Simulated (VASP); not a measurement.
# Sc in VASP: notebook

The runs below take Sc through single point, with LDA.

All numbers are computed with VASP 6.6.1; they aren't measurements. Logs are shortened: lines on timing, memory, paths and dates and some standing lists are left out, and cuts for length are marked.

**1. The cell of the first run**

Symmetry: Fm-3m, No. 225, cubic system. The conventional cell has a = 4.405 Å, b = 4.405 Å, c = 4.405 Å, α = 90.00°, β = 90.00°, γ = 90.00°. Sc (site symmetry m-3m) has 12 Sc at 3.11 Å within 4.1 Å.

**2. Single point, LDA (strain -0.030 along x and y, -0.030 along z)**

INCAR reads:

```
PREC = Accurate ; ENCUT = 520
EDIFF = 1E-6 ; ISMEAR = 0
SIGMA = 0.15 ; LREAL = False
LASPH = True ; NELM = 80
ALGO = Fast ; ISIF = 2
LWAVE = False ; LCHARG = True
LELF = True ; LVHAR = True
NBANDS = 12
```

KPOINTS reads:

```
regular mesh
0
Gamma
  18 18 18
```

POSCAR reads:

```
Sc
1.0
    0.0000000000      2.2023850000      2.2023850000
    2.2023850000      0.0000000000      2.2023850000
    2.2023850000      2.2023850000      0.0000000000
Sc
1
Direct
    0.0000000000      0.0000000000      0.0000000000
```

Potentials or basis: VASP PAW LDA potentials, release 64 (Sc_sv).

The run is started by

```
cat potpaw_LDA.64/Sc_sv/POTCAR > POTCAR
mpirun -np 1 vasp_std > vasp.out
```

OUTCAR:

```text
PREC = Accurate
   ENCUT = 520
   EDIFF = 1E-6
   ISMEAR = 0
   LREAL = False
   LASPH = True
   NELM = 80
   ISIF = 2

 ion  position               nearest neighbor table
   1  0.000  0.000  0.000-

  LATTYP: Found a face centered cubic cell.
 ALAT       =     4.4047700000

  Lattice vectors:

 A1 = (   0.0000000000,   2.2023850000,   2.2023850000)
 A2 = (   2.2023850000,   0.0000000000,   2.2023850000)
 A3 = (   2.2023850000,   2.2023850000,   0.0000000000)

Analysis of symmetry for initial positions (statically):
=====================================================================
 Subroutine PRICEL returns:
 Original cell was already a primitive cell.

 Routine SETGRP: Setting up the symmetry group for a
 face centered cubic supercell.

 Subroutine GETGRP returns: Found 48 space group operations
 (whereof 48 operations were pure point group operations)
 out of a pool of 48 trial point group operations.

The static configuration has the point symmetry O_h .

Analysis of symmetry for dynamics (positions and initial velocities):
=====================================================================
 Subroutine PRICEL returns:
 Original cell was already a primitive cell.

 Routine SETGRP: Setting up the symmetry group for a
 face centered cubic supercell.

 Subroutine GETGRP returns: Found 48 space group operations
 (whereof 48 operations were pure point group operations)
 out of a pool of 48 trial point group operations.

The dynamic configuration has the point symmetry O_h .

 Subroutine INISYM returns: Found 48 space group operations
 (whereof 48 operations are pure point group operations),
 and found     1 'primitive' translations

----------------------------------------------------------------------------------------

                                     Primitive cell

  volume of cell :      21.3653

  direct lattice vectors                    reciprocal lattice vectors
     0.000000000  2.202385000  2.202385000    -0.227026610  0.227026610  0.227026610
     2.202385000  0.000000000  2.202385000     0.227026610 -0.227026610  0.227026610
     2.202385000  2.202385000  0.000000000     0.227026610  0.227026610 -0.227026610

  length of vectors
     3.114642737  3.114642737  3.114642737     0.393221623  0.393221623  0.393221623

  position of ions in fractional coordinates (direct lattice)
     0.000000000  0.000000000  0.000000000

  ion indices of the primitive-cell ions
   primitive index   ion index
                 1           1

----------------------------------------------------------------------------------------
[... 76 lines left out ...]
   ISIF   =      2    stress and relaxation
   ISYM   =      2    0-nonsym 1-usesym 2-fastsym
   POTIM  = 0.5000    time-step for ionic-motion
   TEBEG  =    0.0;   TEEND  =   0.0 temperature during run
   PSTRESS=    0.0 pullay stress
   NELECT =      11.0000    total number of electrons
   NUPDOWN=      -1.0000    fix difference up-down
   EMIN   =  10.00;   EMAX   =-10.00  energy-range for DOS
   EFERMI =   0.00;   METHOD = LEGACY
   ISMEAR =     0;   SIGMA  =   0.15  broadening in eV -4-tet -1-fermi 0-gaus
   EFERMI_NEDOS =   21; number of points for ismear=-14 and -15
   IALGO  =     68    algorithm
   IMIX   =      4    mixing-type and parameters
     AMIX     =   0.40;   BMIX     =  1.00
     AMIX_MAG =   1.60;   BMIX_MAG =  1.00
  volume/ion in A,a.u.               =      21.37       144.18
  Fermi-wavevector in a.u.,A,eV,Ry     =   1.312107  2.479522 23.424117  1.721624
  Thomas-Fermi vector in A             =   2.442522
   LORBIT       =      0    0 simple, 1 ext, 2 COOP (PROOUT), +10 PAW based schemes
   GGA     = CA    functional components
   LHFCALC =     F    Hartree Fock is set to
   AEXX    =    0.0000 exact exchange contribution
   IVDW    =     0    specifies the selected vdW correction
   LEPSILON=     F    determine dielectric tensor
   LRPA    =     F    only Hartree local field effects (RPA)
 non-spin polarized calculation
 RMM-DIIS sequential band-by-band and
 Gauss-broadening in eV      SIGMA  =   0.15
  energy-cutoff  :      520.00
  volume of cell :       21.37
 maximum number of plane-waves:       589
   NGX = 11   NGY = 11   NGZ = 11

 number of electron      11.0000000 magnetization

 Free energy of the ion-electron system (eV)
  ---------------------------------------------------
  ext. energy  EPLUGINS =         0.00000000
  ---------------------------------------------------
  free energy    TOTEN  =        -6.68426848 eV

  energy without entropy =       -6.66734085  energy(sigma->0) =       -6.67580467

 E-fermi :   4.4032     XC(G=0): -10.7428

 val. band max:        4.4019384434   @ k =   0.4444   0.2778   0.1111
 cond. band min:       4.4148824670   @ k =   0.2778   0.2778   0.0000
 fundamental gap:      0.0129440236
 Fermi energy:         4.4031524661

 k-point     1 :       0.0000    0.0000    0.0000
  band No.  band energies     occupation
      1     -44.0717      2.00000
      2     -22.7102      2.00000
      3     -22.7102      2.00000
      4     -22.7102      2.00000
      5      -0.9739      2.00000
      6       6.1150      0.00000
      7       6.1150      0.00000
      8       6.1150      0.00000
      9       7.7736      0.00000
     10       7.7736      0.00000
     11      17.8043      0.00000
     12      21.7203      0.00000
[... 331 lines left out ...]
 k-point    24 :      -0.2222    0.0556    0.0000
  band No.  band energies     occupation
      1     -44.0154      2.00000
      2     -23.0307      2.00000
      3     -22.7715      2.00000
      4     -22.7431      2.00000
      5       0.6143      2.00000
      6       5.1815      0.00000
      7       6.3175      0.00000
      8       6.4336      0.00000
      9       7.5481      0.00000
     10       8.0415      0.00000
     11      16.4565      0.00000
     12      18.6192      0.00000

 [... further k-points ...]
[... 5 lines left out ...]
  --------------------------------------------------------------------------------------
  -------------------------------------------------------------------------------------
  Total        0.4016018      0.4016018      0.4016018     -0.0000000      0.0000000     -0.0000000
  in kB       30.1159433     30.1159433     30.1159433     -0.0000000      0.0000000     -0.0000000
  external PRESSURE =      30.1159433 kB  Pullay stress =       0.0000000 kB

 VOLUME and BASIS-vectors are now :
 -----------------------------------------------------------------------------
  energy-cutoff  :      520.00
  volume of cell :       21.37
      direct lattice vectors                 reciprocal lattice vectors
     0.000000000  2.202385000  2.202385000    -0.227026610  0.227026610  0.227026610
     2.202385000  0.000000000  2.202385000     0.227026610 -0.227026610  0.227026610
     2.202385000  2.202385000  0.000000000     0.227026610  0.227026610 -0.227026610

 POSITION                                       TOTAL-FORCE (eV/Angst)
 -----------------------------------------------------------------------------------
      0.00000      0.00000      0.00000        -0.000000     -0.000000     -0.000000
 -----------------------------------------------------------------------------------
    total drift:                                0.000000      0.000000     -0.000000

  FREE ENERGIE OF THE ION-ELECTRON SYSTEM (eV)
  ---------------------------------------------------
  free  energy   TOTEN  =        -6.6842684793 eV

  energy  without entropy=       -6.6673408543  energy(sigma->0) =       -6.67580467
```

OSZICAR:

```text
N       E                     dE             d eps       ncg     rms          rms(c)
DAV:   1     0.719426485833E+02    0.71943E+02   -0.50756E+03  4720   0.935E+02
DAV:   2    -0.579546387511E+01   -0.77738E+02   -0.75952E+02  4696   0.291E+02
DAV:   3    -0.724790348441E+01   -0.14524E+01   -0.14219E+01  6484   0.544E+01
DAV:   4    -0.726676355098E+01   -0.18860E-01   -0.18848E-01  6360   0.452E+00
DAV:   5    -0.726693653944E+01   -0.17299E-03   -0.17299E-03  6128   0.350E-01    0.621E+00
RMM:   6    -0.674475361013E+01    0.52218E+00   -0.51662E-01  5168   0.102E+01    0.191E+00
RMM:   7    -0.669012176614E+01    0.54632E-01   -0.53786E-01  6581   0.599E+00    0.540E-01
RMM:   8    -0.668444772343E+01    0.56740E-02   -0.18561E-02  5481   0.245E+00    0.337E-01
RMM:   9    -0.668437652282E+01    0.71201E-04   -0.83103E-03  7021   0.631E-01    0.537E-02
RMM:  10    -0.668426785265E+01    0.10867E-03   -0.45040E-04  6660   0.267E-01    0.243E-02
RMM:  11    -0.668426763386E+01    0.21878E-06   -0.85413E-05  6583   0.960E-02    0.385E-03
RMM:  12    -0.668426847931E+01   -0.84545E-06   -0.81836E-06  5349   0.395E-02
   1 F= -.66842685E+01 E0= -.66758047E+01  d E =-.169276E-01
```

Wall time 14 s (1 thread of Intel Xeon 6975P-C (Granite Rapids), shared host); peak memory 0.16 GiB.

Results:

| Item | Value |
| --- | --- |
| Free energy | -6.6843 eV |
| Pressure | 3.0 GPa |

Caveat: the cell differs from its parent crystal (strain -0.030 along x and y, -0.030 along z).

**3. Single point, LDA (strain +0.030 along x and y, +0.030 along z)**

INCAR reads:

```
SYSTEM = Sc
PREC = Accurate ; ENCUT = 520
EDIFF = 1E-6 ; ISMEAR = 0
SIGMA = 0.15 ; LREAL = .False.
LASPH = .True. ; NELM = 80
ALGO = Normal ; ISIF = 2
LWAVE = .False. ; LCHARG = .False.
GGA = CA ; NBANDS = 12
```

KPOINTS reads:

```
regular mesh
0
Gamma
  18 18 18
  0 0 0
```

POSCAR reads:

```
Sc
1.0
    0.0000000000      2.3386150000      2.3386150000
    2.3386150000      0.0000000000      2.3386150000
    2.3386150000      2.3386150000      0.0000000000
Sc
1
Direct
    0.0000000000      0.0000000000      0.0000000000
```

Potentials or basis: VASP PAW LDA potentials, release 64 (Sc_sv).

The run is started by

```
cat potpaw_LDA.64/Sc_sv/POTCAR > POTCAR
mpirun -np 1 vasp_std > vasp.out
```

OUTCAR:

```text
SYSTEM = Sc
   PREC = Accurate
   ENCUT = 520
   EDIFF = 1E-6
   ISMEAR = 0
   LREAL = .False.
   LASPH = .True.
   NELM = 80
   ISIF = 2
   GGA = CA

 ion  position               nearest neighbor table
   1  0.000  0.000  0.000-

  LATTYP: Found a face centered cubic cell.
 ALAT       =     4.6772300000

  Lattice vectors:

 A1 = (   0.0000000000,   2.3386150000,   2.3386150000)
 A2 = (   2.3386150000,   0.0000000000,   2.3386150000)
 A3 = (   2.3386150000,   2.3386150000,   0.0000000000)

Analysis of symmetry for initial positions (statically):
[... 531 lines left out ...]
      6       4.0089      0.00000
      7       4.9433      0.00000
      8       5.0382      0.00000
      9       5.9177      0.00000
     10       6.2963      0.00000
     11      13.6199      0.00000
     12      16.1782      0.00000

 [... further k-points ...]
[... 5 lines left out ...]
  --------------------------------------------------------------------------------------
  -------------------------------------------------------------------------------------
  Total       -0.9923404     -0.9923404     -0.9923404      0.0000000      0.0000000      0.0000000
  in kB      -62.1534268    -62.1534268    -62.1534268      0.0000000      0.0000000      0.0000000
  external PRESSURE =     -62.1534268 kB  Pullay stress =       0.0000000 kB

 VOLUME and BASIS-vectors are now :
 -----------------------------------------------------------------------------
  energy-cutoff  :      520.00
  volume of cell :       25.58
      direct lattice vectors                 reciprocal lattice vectors
     0.000000000  2.338615000  2.338615000    -0.213801759  0.213801759  0.213801759
     2.338615000  0.000000000  2.338615000     0.213801759 -0.213801759  0.213801759
     2.338615000  2.338615000  0.000000000     0.213801759  0.213801759 -0.213801759

 POSITION                                       TOTAL-FORCE (eV/Angst)
 -----------------------------------------------------------------------------------
      0.00000      0.00000      0.00000         0.000000      0.000000      0.000000
 -----------------------------------------------------------------------------------
    total drift:                               -0.000000     -0.000000     -0.000000

  FREE ENERGIE OF THE ION-ELECTRON SYSTEM (eV)
  ---------------------------------------------------
  free  energy   TOTEN  =        -6.6278626829 eV

  energy  without entropy=       -6.6047702270  energy(sigma->0) =       -6.61631645
```

OSZICAR:

```text
N       E                     dE             d eps       ncg     rms          rms(c)
DAV:   1     0.742083647629E+02    0.74208E+02   -0.50818E+03  4688   0.910E+02
DAV:   2    -0.577252772759E+01   -0.79981E+02   -0.78340E+02  4688   0.289E+02
DAV:   3    -0.735995863849E+01   -0.15874E+01   -0.15531E+01  6776   0.547E+01
DAV:   4    -0.737917858859E+01   -0.19220E-01   -0.19198E-01  6328   0.438E+00
DAV:   5    -0.737936131975E+01   -0.18273E-03   -0.18273E-03  6124   0.359E-01    0.516E+00
DAV:   6    -0.671539722207E+01    0.66396E+00   -0.10026E+00  7160   0.146E+01    0.144E+00
DAV:   7    -0.663464161719E+01    0.80756E-01   -0.16325E-01  7520   0.553E+00    0.563E-01
DAV:   8    -0.662877043325E+01    0.58712E-02   -0.18782E-02  5320   0.211E+00    0.192E-01
DAV:   9    -0.662788548183E+01    0.88495E-03   -0.31460E-03  7192   0.817E-01    0.358E-02
DAV:  10    -0.662786535518E+01    0.20127E-04   -0.16285E-04  7272   0.173E-01    0.102E-02
DAV:  11    -0.662786268248E+01    0.26727E-05   -0.70631E-06  7300   0.393E-02    0.907E-04
DAV:  12    -0.662786268286E+01   -0.38108E-09   -0.31163E-08  2768   0.239E-03
   1 F= -.66278627E+01 E0= -.66163165E+01  d E =-.230925E-01
```

stdout:

```text
POSCAR found type information on POSCAR Sc
 POSCAR found :  1 types and       1 ions
 scaLAPACK will be used
 LDA part: xc-table for (Slater(with rela. corr.)+CA(PZ))
 , standard interpolation
 POSCAR, INCAR and KPOINTS ok, starting setup
 FFT: planning ... GRIDC
 FFT: planning ... GRID_SOFT
 FFT: planning ... GRID
 WAVECAR not read
 entering main loop
```

It took 28 s on 1 thread of Intel Xeon 6975P-C (Granite Rapids), shared host; peak memory 0.18 GiB.

What came out:

| Item | Value |
| --- | --- |
| Free energy | -6.6279 eV |
| Pressure | -6.2 GPa |

Levels at points of the mesh, in eV from the Fermi level:
| k point | band 1 | band 2 | band 3 | band 4 | band 5 | band 6 | band 7 | band 8 | band 9 | band 10 |
| --- | --- | --- | --- | --- | --- | --- | --- | --- | --- | --- |
| (0.00, 0.00, 0.00) | -48.93 | -27.70 | -27.70 | -27.70 | -5.07 | 1.47 | 1.47 | 1.47 | 2.77 | 2.77 |
| (0.50, 0.00, 0.00) | -48.87 | -28.06 | -27.75 | -27.75 | -1.74 | 0.26 | 1.37 | 1.37 | 3.64 | 3.64 |
| (0.50, 0.50, 0.00) | -48.85 | -28.04 | -27.83 | -27.83 | -1.46 | -0.61 | 1.86 | 3.62 | 3.86 | 3.86 |

Caveat: the cell differs from its parent crystal (strain +0.030 along x and y, +0.030 along z).

**4. Single point, LDA (strain -0.030 along x and y, -0.015 along z)**

INCAR reads:

```
  ALGO = Normal
  EDIFF = 1E-6
  ENCUT = 520
  ISIF = 2
  ISMEAR = 0
  LASPH = True
  LCHARG = False
  LREAL = False
  LWAVE = False
  NBANDS = 12
  NELM = 60
  PREC = Accurate
  SIGMA = 0.15
```

KPOINTS reads:

```
k-points
0
Gamma
  18 18 18
```

POSCAR reads:

```
Sc
1.0
    0.0000000000      2.2023850000      2.2364425000
    2.2023850000      0.0000000000      2.2364425000
    2.2023850000      2.2023850000      0.0000000000
Sc
1
Direct
    0.0000000000      0.0000000000      0.0000000000
```

The run is started by

```
cat potpaw_LDA.64/Sc_sv/POTCAR > POTCAR
mpirun -np 1 vasp_std > vasp.out
```

Wall time 28 s (1 thread of Intel Xeon 6975P-C (Granite Rapids), shared host); peak memory 0.22 GiB.

Results (log left out):

- Free energy: -6.6892 eV
- Pressure: 2.0 GPa

Stress tensor (GPa, compression positive):
```
2.16 0.00 0.00
0.00 2.16 0.00
0.00 0.00 1.63
```

Levels at points of the mesh, in eV from the Fermi level:
```csv
k point,band 2,band 3,band 4,band 5,band 6,band 7,band 8,band 9
"(0.00, 0.00, 0.00)",-27.17,-27.16,-27.16,-5.36,1.62,1.73,1.73,3.25
"(0.50, 0.00, 0.00)",-27.79,-27.25,-27.24,-1.93,0.61,1.49,1.62,4.37
"(0.50, 0.50, 0.00)",-27.75,-27.37,-27.37,-1.83,-0.84,2.33,4.39,4.68
"(0.50, 0.00, 0.50)",-27.75,-27.40,-27.38,-1.81,-0.87,2.57,4.38,4.64
```

Caveat: the cell differs from its parent crystal (strain -0.030 along x and y, -0.015 along z).

**5. Single point, LDA (strain -0.030 along x and y, +0.000 along z)**

INCAR reads:

```
SYSTEM = Sc
PREC = Accurate ; ENCUT = 520
EDIFF = 1E-6 ; ISMEAR = 0
SIGMA = 0.15 ; LREAL = .FALSE.
LASPH = .TRUE. ; NELM = 100
ALGO = Normal ; ISIF = 2
LWAVE = .FALSE. ; LCHARG = .FALSE.
GGA = CA ; NBANDS = 12
```

KPOINTS reads:

```
Automatic mesh
0
G
  18 18 18
  0 0 0
```

POSCAR reads:

```
Sc
1.0
    0.0000000000      2.2023850000      2.2705000000
    2.2023850000      0.0000000000      2.2705000000
    2.2023850000      2.2023850000      0.0000000000
Sc
1
Direct
    0.0000000000      0.0000000000      0.0000000000
```

The run is started by

```
cat potpaw_LDA.64/Sc_sv/POTCAR > POTCAR
mpirun -np 1 vasp_std > vasp.out
```

It took 26 s on 1 thread of Intel Xeon 6975P-C (Granite Rapids), shared host; peak memory 0.22 GiB.

The run converged. Its results:

```
Free energy : -6.6913 eV
Pressure    : 1.0 GPa
```

Stress tensor (GPa, compression positive):
```
1.38 0.00 0.00
0.00 1.38 0.00
0.00 0.00 0.32
```

Levels at points of the mesh, in eV from the Fermi level:
```csv
k point,band 1,band 2,band 3,band 4,band 5,band 6,band 7,band 8,band 9,band 10
"(0.00, 0.00, 0.00)",-48.55,-27.22,-27.22,-27.22,-5.33,1.52,1.75,1.75,3.12,3.40
"(0.50, 0.00, 0.00)",-48.45,-27.81,-27.31,-27.28,-1.91,0.57,1.41,1.66,4.27,4.37
"(0.50, 0.50, 0.00)",-48.42,-27.77,-27.41,-27.41,-1.80,-0.79,2.11,4.32,4.60,4.60
"(0.50, 0.00, 0.50)",-48.41,-27.78,-27.45,-27.42,-1.77,-0.85,2.58,4.30,4.51,4.69
```

Caveat: the cell differs from its parent crystal (strain -0.030 along x and y, +0.000 along z).

**6. Overview**

| cell | gap on the mesh (eV) | pressure (GPa) |
| --- | --- | --- |
| a = 3.115 Å, angles 60.0°, 1 atom | none | 3.0 |
| a = 3.307 Å, angles 60.0°, 1 atom | none | -6.2 |
| a = 3.139, b = 3.139, c = 3.115 Å, angles 60.3, 60.3, 59.5°, 1 atom | none | 2.0 |
| a = 3.163, b = 3.163, c = 3.115 Å, angles 60.5, 60.5, 59.0°, 1 atom | none | 1.0 |

Alike in all rows: task single point; level LDA; potentials or basis VASP PAW LDA potentials, release 64 (Sc_sv); no spin polarisation; k mesh 18 × 18 × 18; cutoff (eV) 520; smearing gaussian 0.15 eV.

Total energies depend on the potentials used, so only differences within one code and one set of settings carry meaning.
